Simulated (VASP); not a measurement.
Crystal: Pb.

```
CELL_PARAMETERS angstrom
0.00000 2.49141 2.49141
2.49141 0.00000 2.49141
2.49141 2.49141 0.00000
ATOMIC_POSITIONS crystal
Pb 0.00000 0.00000 0.00000
```

Base run:

```yaml
Program: VASP 6.6.1
Functional: PBE exchange alone
Potentials_or_basis: VASP PAW PBE potentials, release 64 (Pb_d)
Cutoff: 520 eV
k_mesh: 9 × 9 × 9
Occupations: fermi-dirac, width 0.05 eV
Spin: no spin polarisation
```

Its results: band gap on the k mesh zero (band 7 reaches 15.69 eV, above the bottom of band 8 at 7.13 eV); pressure 10.2 GPa.

Problem. The run is repeated on the same cell with these changes: functional from PBE exchange alone to r2SCAN. What comes out?

Solution. Band gap on the k mesh zero (band 7 reaches 14.57 eV, above the bottom of band 8 at 5.40 eV); pressure 0.1 GPa.

Caveats: spin-orbit coupling is left out, which moves the levels of the heavy elements; the PAW data sets were made with another functional, which shifts forces and pressure a little (some runs).
